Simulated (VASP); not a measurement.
SnSe, 4 atoms in the cell. The cell holds a slab with vacuum, 4 atoms: a = 4.285 Å, b = 4.285 Å, c = 10.991 Å, α = 90.00°, β = 90.00°, γ = 90.00°.  This cell differs from its parent crystal: all Se atoms moved +0.087 Å, as atom 3 towards its neighbour atom 1 (Sn) at 2.680 Å.

| Property | Result |
| --- | --- |
| Program | VASP 6.6.1 |
| Task | single point |
| Functional | LDA |
| Potentials or basis | VASP PAW LDA potentials, release 64 (Sn_d, Se) |
| Cutoff | 520 eV |
| k mesh | 6 × 6 × 4 |
| Occupations | gaussian, width 0.05 eV |
| Spin | no spin polarisation |
| Dipole correction | no |
| Further INCAR settings | ALGO = Normal; EDIFF = 1e-07; NBANDS = 28 |

Potentials or basis: VASP PAW LDA potentials, release 64 (Sn_d, Se).

The run is started by

```sh
$ cat potpaw_LDA.64/Sn_d/POTCAR potpaw_LDA.64/Se/POTCAR > POTCAR
$ mpirun -np 1 vasp_std > vasp.out
```

Hardware: 1 thread of Intel Xeon 8259CL, on a shared host.

Problem. How long does it take, and how much memory?

Solution. Wall time 4.4 min on 1 thread of Intel Xeon 8259CL, with other jobs on the host, peak memory 0.32 GiB. Counts: scf iterations 18, k points 30.
